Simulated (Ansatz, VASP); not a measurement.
Al3BiO3: VASP beside Ansatz

INCAR

```
SYSTEM = Al3BiO3
ALGO = Normal
EDIFF = 1E-6
EDIFFG = -0.025
ENCUT = 600
GGA = PE
IBRION = 2
ISIF = 3
ISMEAR = 0
LASPH = .TRUE.
LCHARG = .FALSE.
LREAL = .FALSE.
LWAVE = .FALSE.
NELM = 80
NSW = 80
PREC = Accurate
SIGMA = 0.1
```

Contents of KPOINTS:

```
k-points
0
G
  4 4 4
  0 0 0
```

POSCAR

```
Al3BiO3
1.0
    3.0594472082     -3.6384048685     -0.0429476798
    3.0298815226      3.6136620522     -0.0386106483
   -2.0415298451      0.0106634849      4.7524407705
Al Bi O
3 1 3
Direct
    0.6111367958      0.6354860170      0.1081436936
    0.7680636642      0.2978449610      0.5354106705
    0.2872488916      0.7391553103      0.5265641830
    0.1375125071      0.1370427923      0.9724393336
    0.5393774551      0.9465951108      0.3363498922
    0.8800158121      0.4899181920      0.3352271432
    0.6025049240      0.5798176665      0.7579731540
```

Input for Ansatz:

```yaml
crystal:
  lattice:
    - [3.0594472082, -3.6384048685, -0.0429476798]
    - [3.0298815226, 3.6136620522, -0.0386106483]
    - [-2.0415298451, 0.0106634849, 4.7524407705]
  atoms:
    - { symbol: Al, position: [0.6111367958, 0.635486017, 0.1081436936] }
    - { symbol: Al, position: [0.7680636642, 0.297844961, 0.5354106705] }
    - { symbol: Al, position: [0.2872488916, 0.7391553103, 0.526564183] }
    - { symbol: Bi, position: [0.1375125071, 0.1370427923, 0.9724393336] }
    - { symbol: O, position: [0.5393774551, 0.9465951108, 0.3363498922] }
    - { symbol: O, position: [0.8800158121, 0.489918192, 0.3352271432] }
    - { symbol: O, position: [0.602504924, 0.5798176665, 0.757973154] }
basis:
  ecutwfc: 420
kpoints:
  mp_grid: { grid: [4, 4, 4] }
hamiltonian:
  xc: pbe
scf:
  occupations: { method: gaussian, width: 0.1 }
  lower_state_search: "off"
output:
  forces: true
  stress: true
  eigenvalues: true
relax:
  adjacent_minimum: "off"
  f_tol: 0.025
  max_steps: 60
  cell: { stress_tol: 0.25 }
```

Change from the starting cell: cell x1, atoms moved at random (sigma 0.1 Å) and cell strained at random (1.5 %), then relaxed without symmetry.

Alike in both runs: task relaxation of cell and atoms; functional PBE; k mesh 4 × 4 × 4; occupations gaussian, width 0.1 eV; no spin polarisation.

|  | VASP | Ansatz |
| --- | --- | --- |
| version | VASP 6.6.1 | Ansatz 0.2.0 |
| potentials or method | VASP PAW PBE potentials, release 64 (Al, Bi_d, O), cutoff 600 eV | scalar-relativistic, plane waves, PAW |
| valence electrons in the cell | 42 | 42 |

Ansatz gave:

```
gap on the k mesh at the Fermi level, each at its own relaxed structure (eV) : 0.84
relaxed volume (Å³/atom)                                                     : 15.31
relaxed length of the cell vector where the two differ most in proportion (Å)              : 4.805
```

Task: Estimate VASP's values.

Result: gap on the k mesh at the Fermi level, each at its own relaxed structure (eV): 0.84; relaxed volume (Å³/atom): 15.28; relaxed length of the cell vector where the two differ most in proportion (Å): 4.801.

Spin-orbit coupling is off throughout.
